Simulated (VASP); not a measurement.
Runs of VASP 6.6.1 on SiO2 (Stishovite). The structure is that of space group P4_2/mnm (No. 136), or close to it. The cells are those of the table. 

```csv
cell,gap on the mesh (eV),pressure (GPa),largest force (eV/Å)
"a = 4.191, b = 4.191, c = 2.674 Å, 6 atoms",5.42,1.7,0.02
"a = 4.273, b = 4.273, c = 2.726 Å, 6 atoms",(a),-14.9,(b)
"a = 4.149, b = 4.149, c = 2.647 Å, 6 atoms",5.96,12.1,0.23
"a = 4.232, b = 4.232, c = 2.700 Å, 6 atoms",4.90,-7.3,0.17
"a = 4.106, b = 4.106, c = 2.620 Å, 6 atoms",6.54,24.3,0.47
```

Alike in all rows: task single point; level PBEsol; potentials or basis VASP PAW PBE potentials, release 64 (Si, O); no spin polarisation; k mesh 4 × 4 × 6; cutoff (eV) 520; smearing gaussian 0.01 eV.

Task: Fill in the values left out.

Result: (a) 4.42; (b) 0.34.

Caveats: the PAW data sets were made with another functional, which shifts forces and pressure a little.

